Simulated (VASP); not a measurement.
# W (I4/mmm) in VASP: notebook

Runs on W. Level: PBEsol. Tasks: electric field gradients.

Everything below comes from runs of VASP 6.6.1. Logs are shortened: lines on timing, memory, paths and dates and some standing lists are left out, and cuts for length are marked.

**1. The cell of the first run**

Symmetry: I4/mmm, No. 139, tetragonal system. The conventional cell has a = 2.813 Å, b = 2.813 Å, c = 4.060 Å, α = 90.00°, β = 90.00°, γ = 90.00°. Within 3.7 Å of W (site symmetry 4/mmm) lie 12 W at 2.81 to 2.84 Å.

**2. Electric field gradients, PBEsol (equal xx and yy strain of -2 %)**

Input file INCAR:

```
ALGO = Normal ; EDIFF = 1E-8
ENCUT = 400 ; GGA = PS
GGA_COMPAT = False ; ISIF = 2
ISMEAR = -1 ; LASPH = True
LCHARG = False ; LEFG = True
LREAL = False ; LWAVE = False
NBANDS = 13 ; NELM = 120
PREC = Accurate ; SIGMA = 0.05
```

Input file KPOINTS:

```
k-points
0
Gamma
  14 14 14
```

Input file POSCAR:

```
W
1.0
    0.0000000000      1.9894000000      2.0300000000
    1.9894000000      0.0000000000      2.0300000000
    1.9894000000      1.9894000000      0.0000000000
W
1
Direct
    0.0000000000      0.0000000000      0.0000000000
```

Potentials or basis: VASP PAW PBE potentials, release 64 (W_sv).

The run is started by

```sh
cat potpaw_PBE.64/W_sv/POTCAR > POTCAR
mpirun -np 1 vasp_std > vasp.out
```

OUTCAR:

```text
EDIFF = 1E-8
   ENCUT = 400
   GGA = PS
   ISIF = 2
   ISMEAR = -1
   LASPH = True
   LREAL = False
   NELM = 120
   PREC = Accurate

 ion  position               nearest neighbor table
   1  0.000  0.000  0.000-

  LATTYP: Found a body centered tetragonal cell.
 ALAT       =     2.8134364610
 C/A-ratio  =     1.4430750636

  Lattice vectors:

 A1 = (  -1.9894000000,   0.0000000000,   2.0300000000)
 A2 = (   1.9894000000,   0.0000000000,   2.0300000000)
 A3 = (   0.0000000000,   1.9894000000,  -2.0300000000)

Analysis of symmetry for initial positions (statically):
=====================================================================
 Subroutine PRICEL returns:
 Original cell was already a primitive cell.

 Routine SETGRP: Setting up the symmetry group for a
 body centered tetragonal supercell.

 Subroutine GETGRP returns: Found 16 space group operations
 (whereof 16 operations were pure point group operations)
 out of a pool of 16 trial point group operations.

The static configuration has the point symmetry D_4h.

Analysis of symmetry for dynamics (positions and initial velocities):
=====================================================================
 Subroutine PRICEL returns:
 Original cell was already a primitive cell.

 Routine SETGRP: Setting up the symmetry group for a
 body centered tetragonal supercell.

 Subroutine GETGRP returns: Found 16 space group operations
 (whereof 16 operations were pure point group operations)
 out of a pool of 16 trial point group operations.

The dynamic configuration has the point symmetry D_4h.

 Subroutine INISYM returns: Found 16 space group operations
 (whereof 16 operations are pure point group operations),
 and found     1 'primitive' translations

----------------------------------------------------------------------------------------

                                     Primitive cell

  volume of cell :      16.0683

  direct lattice vectors                    reciprocal lattice vectors
     0.000000000  1.989400000  2.030000000    -0.251332060  0.251332060  0.246305419
     1.989400000  0.000000000  2.030000000     0.251332060 -0.251332060  0.246305419
[... 121 lines left out ...]

 Free energy of the ion-electron system (eV)
  ---------------------------------------------------
  ext. energy  EPLUGINS =         0.00000000
  ---------------------------------------------------
  free energy    TOTEN  =       -13.31979828 eV

  energy without entropy =      -13.31027478  energy(sigma->0) =      -13.31503653

 E-fermi :  10.5999     XC(G=0): -13.6751

 val. band max:       10.5857340475   @ k =  -0.4286   0.1429   0.0000
 cond. band min:      10.6048197696   @ k =  -0.1429   0.0000   0.0714
 fundamental gap:      0.0190857221
 Fermi energy:        10.5998845139

 k-point     1 :       0.0000    0.0000    0.0000
  band No.  band energies     occupation
      1     -62.9845      2.00000
      2     -26.5959      2.00000
      3     -26.5739      2.00000
      4     -26.5739      2.00000
      5       1.4934      2.00000
      6       9.8433      2.00000
      7      10.1144      1.99988
      8      10.1144      1.99988
      9      13.0198      0.00000
     10      13.4369      0.00000
     11      23.4711      0.00000
     12      28.3031      0.00000
     13      28.9791      0.00000
[... 354 lines left out ...]
  band No.  band energies     occupation
      1     -62.9170      2.00000
      2     -27.2084      2.00000
      3     -26.7410      2.00000
      4     -26.7325      2.00000
      5       4.2358      2.00000
      6       8.2169      2.00000
      7      10.0703      1.99995
      8      11.3500      0.00000
      9      12.6443      0.00000
     10      14.3940      0.00000
     11      25.4559      0.00000
     12      28.3685      0.00000
     13      30.8056      0.00000

 [... further k-points ...]
[... 5 lines left out ...]
  --------------------------------------------------------------------------------------
  -------------------------------------------------------------------------------------
  Total       -0.3033068     -0.3033068      0.3065516      0.0000000      0.0000000     -0.0000000
  in kB      -30.2428311    -30.2428311     30.5663701      0.0000000      0.0000000     -0.0000000
  external PRESSURE =      -9.9730974 kB  Pullay stress =       0.0000000 kB

 VOLUME and BASIS-vectors are now :
 -----------------------------------------------------------------------------
  energy-cutoff  :      400.00
  volume of cell :       16.07
      direct lattice vectors                 reciprocal lattice vectors
     0.000000000  1.989400000  2.030000000    -0.251332060  0.251332060  0.246305419
     1.989400000  0.000000000  2.030000000     0.251332060 -0.251332060  0.246305419
     1.989400000  1.989400000  0.000000000     0.251332060  0.251332060 -0.246305419

 POSITION                                       TOTAL-FORCE (eV/Angst)
 -----------------------------------------------------------------------------------
      0.00000      0.00000      0.00000         0.000000      0.000000      0.000000
 -----------------------------------------------------------------------------------
    total drift:                                0.000000     -0.000000     -0.000000

  FREE ENERGIE OF THE ION-ELECTRON SYSTEM (eV)
  ---------------------------------------------------
  free  energy   TOTEN  =       -13.3197982811 eV

  energy  without entropy=      -13.3102747803  energy(sigma->0) =      -13.31503653

 Electric field gradients (V/A^2)
---------------------------------------------------------------------
 ion       V_xx      V_yy      V_zz      V_xy      V_xz      V_yz
---------------------------------------------------------------------
   1       6.911     6.911   -13.823     0.002    -0.001    -0.001
---------------------------------------------------------------------

 Electric field gradients after diagonalization (V/A^2)
 (convention: |V_zz| > |V_xx| > |V_yy|)
----------------------------------------------------------------------
 ion       V_xx      V_yy      V_zz     asymmetry (V_yy - V_xx)/ V_zz
----------------------------------------------------------------------
   1       6.913     6.910   -13.823       0.000
----------------------------------------------------------------------

           NMR quadrupolar parameters

 Cq : quadrupolar parameter    Cq=e*Q*V_zz/h
 eta: asymmetry parameters     (V_yy - V_xx)/ V_zz
 Q  : nuclear electric quadrupole moment in mb (millibarn)
----------------------------------------------------------------------
 ion       Cq(MHz)       eta       Q (mb)
----------------------------------------------------------------------
   1      -0.033       0.000       1.000
----------------------------------------------------------------------
```

Wall time 49 s (1 thread of Intel Xeon 8259CL, shared host); peak memory 0.15 GiB.

What came out:

```yaml
Free_energy: -13.3198 eV
Pressure: -1.0 GPa
Band_gap_on_the_k_mesh: zero (band 7 reaches 13.93 eV, above the bottom of band 8 at 10.11 eV)
```

Electric field gradients, principal values (V/Å²):
| atom | least | middle | greatest (by size) |
| --- | --- | --- | --- |
| 1 W | 6.910 | 6.913 | -13.823 |

Caveat: the cell differs from its parent crystal (equal xx and yy strain of -2 %); without QUAD_EFG the Cq values of the log hold for a quadrupole moment of 1 mb, not for the nuclei; the PAW data sets were made with another functional, which shifts forces and pressure a little; spin-orbit coupling is left out, which moves the levels of the heavy elements.

**3. Electric field gradients, PBEsol (equal xx and yy strain of -1 %)**

Input file INCAR:

```
SYSTEM = W
PREC     = Accurate       ! precision mode
ENCUT    = 400            ! plane-wave cutoff, eV
EDIFF    = 1E-8           ! SCF threshold, eV
ISMEAR   = -1             ! smearing method
SIGMA    = 0.05           ! smearing width, eV
LREAL    = .FALSE.        ! projectors in reciprocal space
LASPH    = .TRUE.         ! aspherical terms in the spheres
NELM     = 120            ! most SCF steps
ALGO     = Normal         ! electronic algorithm
ISIF     = 2              ! what is computed and relaxed
LWAVE    = .FALSE.        ! write WAVECAR
LCHARG   = .FALSE.        ! write CHGCAR
GGA      = PS             ! functional
LEFG     = .TRUE.       
NBANDS   = 13             ! bands
GGA_COMPAT= .FALSE.
```

Input file KPOINTS:

```
regular mesh
0
G
  14 14 14
  0 0 0
```

Input file POSCAR:

```
W
1.0
    0.0000000000      2.0097000000      2.0300000000
    2.0097000000      0.0000000000      2.0300000000
    2.0097000000      2.0097000000      0.0000000000
W
1
Direct
    0.0000000000      0.0000000000      0.0000000000
```

Potentials or basis: VASP PAW PBE potentials, release 64 (W_sv).

The run is started by

```sh
cat potpaw_PBE.64/W_sv/POTCAR > POTCAR
mpirun -np 1 vasp_std > vasp.out
```

OUTCAR:

```text
SYSTEM = W
   PREC = Accurate
   ENCUT = 400
   EDIFF = 1E-8
   ISMEAR = -1
   LREAL = .FALSE.
   LASPH = .TRUE.
   NELM = 120
   ISIF = 2
   GGA = PS

 ion  position               nearest neighbor table
   1  0.000  0.000  0.000-

  LATTYP: Found a body centered tetragonal cell.
 ALAT       =     2.8421449963
 C/A-ratio  =     1.4284985479

  Lattice vectors:

 A1 = (  -2.0097000000,   0.0000000000,   2.0300000000)
 A2 = (   2.0097000000,   0.0000000000,   2.0300000000)
 A3 = (   0.0000000000,   2.0097000000,  -2.0300000000)

Analysis of symmetry for initial positions (statically):
=====================================================================
 Subroutine PRICEL returns:
 Original cell was already a primitive cell.

 Routine SETGRP: Setting up the symmetry group for a
 body centered tetragonal supercell.

 Subroutine GETGRP returns: Found 16 space group operations
 (whereof 16 operations were pure point group operations)
 out of a pool of 16 trial point group operations.

The static configuration has the point symmetry D_4h.

Analysis of symmetry for dynamics (positions and initial velocities):
=====================================================================
 Subroutine PRICEL returns:
 Original cell was already a primitive cell.

 Routine SETGRP: Setting up the symmetry group for a
 body centered tetragonal supercell.

 Subroutine GETGRP returns: Found 16 space group operations
 (whereof 16 operations were pure point group operations)
 out of a pool of 16 trial point group operations.

[... 151 lines left out ...]

 k-point     1 :       0.0000    0.0000    0.0000
  band No.  band energies     occupation
      1     -63.3032      2.00000
      2     -26.9342      2.00000
      3     -26.9234      2.00000
      4     -26.9234      2.00000
      5       1.3189      2.00000
      6       9.6802      1.99999
      7       9.8105      1.99991
      8       9.8105      1.99991
      9      12.7848      0.00000
     10      12.9847      0.00000
     11      23.1604      0.00000
     12      28.1233      0.00000
     13      28.4536      0.00000
[... 354 lines left out ...]
  band No.  band energies     occupation
      1     -63.2407      2.00000
      2     -27.5136      2.00000
      3     -27.0771      2.00000
      4     -27.0753      2.00000
      5       4.0324      2.00000
      6       8.0200      2.00000
      7       9.8882      1.99956
      8      10.9940      0.00000
      9      12.3102      0.00000
     10      13.9802      0.00000
     11      24.9985      0.00000
     12      27.9153      0.00000
     13      30.1995      0.00000

 [... further k-points ...]
[... 5 lines left out ...]
  --------------------------------------------------------------------------------------
  -------------------------------------------------------------------------------------
  Total       -0.8114342     -0.8114342     -0.4822222      0.0000000     -0.0000000      0.0000000
  in kB      -79.2821480    -79.2821480    -47.1160982      0.0000000     -0.0000000      0.0000000
  external PRESSURE =     -68.5601314 kB  Pullay stress =       0.0000000 kB

 VOLUME and BASIS-vectors are now :
 -----------------------------------------------------------------------------
  energy-cutoff  :      400.00
  volume of cell :       16.40
      direct lattice vectors                 reciprocal lattice vectors
     0.000000000  2.009700000  2.030000000    -0.248793352  0.248793352  0.246305419
     2.009700000  0.000000000  2.030000000     0.248793352 -0.248793352  0.246305419
     2.009700000  2.009700000  0.000000000     0.248793352  0.248793352 -0.246305419

 POSITION                                       TOTAL-FORCE (eV/Angst)
 -----------------------------------------------------------------------------------
      0.00000      0.00000      0.00000         0.000000      0.000000      0.000000
 -----------------------------------------------------------------------------------
    total drift:                                0.000000      0.000000      0.000000

  FREE ENERGIE OF THE ION-ELECTRON SYSTEM (eV)
  ---------------------------------------------------
  free  energy   TOTEN  =       -13.3085846853 eV

  energy  without entropy=      -13.2984232799  energy(sigma->0) =      -13.30350398

 Electric field gradients (V/A^2)
---------------------------------------------------------------------
 ion       V_xx      V_yy      V_zz      V_xy      V_xz      V_yz
---------------------------------------------------------------------
   1       2.826     2.826    -5.652     0.001     0.000     0.000
---------------------------------------------------------------------

 Electric field gradients after diagonalization (V/A^2)
 (convention: |V_zz| > |V_xx| > |V_yy|)
----------------------------------------------------------------------
 ion       V_xx      V_yy      V_zz     asymmetry (V_yy - V_xx)/ V_zz
----------------------------------------------------------------------
   1       2.827     2.825    -5.652       0.000
----------------------------------------------------------------------

           NMR quadrupolar parameters

 Cq : quadrupolar parameter    Cq=e*Q*V_zz/h
 eta: asymmetry parameters     (V_yy - V_xx)/ V_zz
 Q  : nuclear electric quadrupole moment in mb (millibarn)
----------------------------------------------------------------------
 ion       Cq(MHz)       eta       Q (mb)
----------------------------------------------------------------------
   1      -0.014       0.000       1.000
----------------------------------------------------------------------
```

OSZICAR:

```text
N       E                     dE             d eps       ncg     rms          rms(c)
DAV:   1     0.719273791669E+02    0.71927E+02   -0.65208E+03  6394   0.103E+03
DAV:   2    -0.125992760587E+02   -0.84527E+02   -0.81534E+02  7109   0.280E+02
DAV:   3    -0.139978607562E+02   -0.13986E+01   -0.13908E+01  7024   0.359E+01
DAV:   4    -0.140036775612E+02   -0.58168E-02   -0.58164E-02  7119   0.253E+00
DAV:   5    -0.140037267039E+02   -0.49143E-04   -0.49142E-04  7054   0.218E-01    0.197E+01
DAV:   6    -0.134491552513E+02    0.55457E+00   -0.46696E-01  6884   0.887E+00    0.756E+00
DAV:   7    -0.133137301730E+02    0.13543E+00   -0.21496E-01  7069   0.562E+00    0.535E-01
DAV:   8    -0.133086740455E+02    0.50561E-02   -0.42767E-03  6464   0.865E-01    0.714E-02
DAV:   9    -0.133085822518E+02    0.91794E-04   -0.10335E-04  7511   0.109E-01    0.348E-02
DAV:  10    -0.133085845349E+02   -0.22830E-05   -0.69043E-06  6874   0.334E-02    0.229E-03
DAV:  11    -0.133085847517E+02   -0.21681E-06   -0.11502E-07  6829   0.370E-03    0.337E-04
DAV:  12    -0.133085846926E+02    0.59096E-07   -0.18987E-09  4687   0.501E-04    0.118E-04
DAV:  13    -0.133085846853E+02    0.72989E-08   -0.19220E-10  3457   0.172E-04
   1 F= -.13308585E+02 E0= -.13303504E+02  d E =-.101614E-01
```

stdout:

```text
POSCAR found type information on POSCAR W
 POSCAR found :  1 types and       1 ions
 scaLAPACK will be used
 -----------------------------------------------------------------------------
|                                                                             |
|                                                                             |
|     You enforced a specific xc type in the INCAR file but a different       |
|     I HOPE YOU KNOW WHAT YOU ARE DOING!                                     |
|                                                                             |
 -----------------------------------------------------------------------------

 LDA part: xc-table for (Slater+PW92), standard interpolation
 POSCAR, INCAR and KPOINTS ok, starting setup
 FFT: planning ... GRIDC
 FFT: planning ... GRID_SOFT
 FFT: planning ... GRID
 WAVECAR not read
 entering main loop
ion   1
```

It took 52 s on 1 thread of Intel Xeon 8259CL, shared host; peak memory 0.15 GiB.

Results:

```
Free energy            : -13.3086 eV
Pressure               : -6.9 GPa
Band gap on the k mesh : zero (band 7 reaches 13.47 eV, above the bottom of band 8 at 9.81 eV)
```

Levels at points of the mesh, in eV from the Fermi level:
```
           k point  band 4  band 5  band 6  band 7  band 8  band 9  band 10  band 11
(0.00, 0.00, 0.00)  -37.23   -8.99   -0.63   -0.50   -0.50    2.48     2.68    12.85
(0.50, 0.00, 0.00)  -37.38   -5.60   -0.85   -0.70    0.67    5.03     5.12    10.31
(0.50, 0.50, 0.00)  -37.64   -5.49   -4.48    2.96    5.04    5.80     5.80    11.87
(0.50, 0.00, 0.50)  -37.66   -5.48   -4.51    3.16    5.02    5.73     5.90    11.63
```

Electric field gradients, principal values (V/Å²):
| atom | least | middle | greatest (by size) |
| --- | --- | --- | --- |
| 1 W | 2.825 | 2.827 | -5.652 |

Caveat: the cell differs from its parent crystal (equal xx and yy strain of -1 %); without QUAD_EFG the Cq values of the log hold for a quadrupole moment of 1 mb, not for the nuclei; the PAW data sets were made with another functional, which shifts forces and pressure a little; spin-orbit coupling is left out, which moves the levels of the heavy elements.

[end of part 1 of 3]
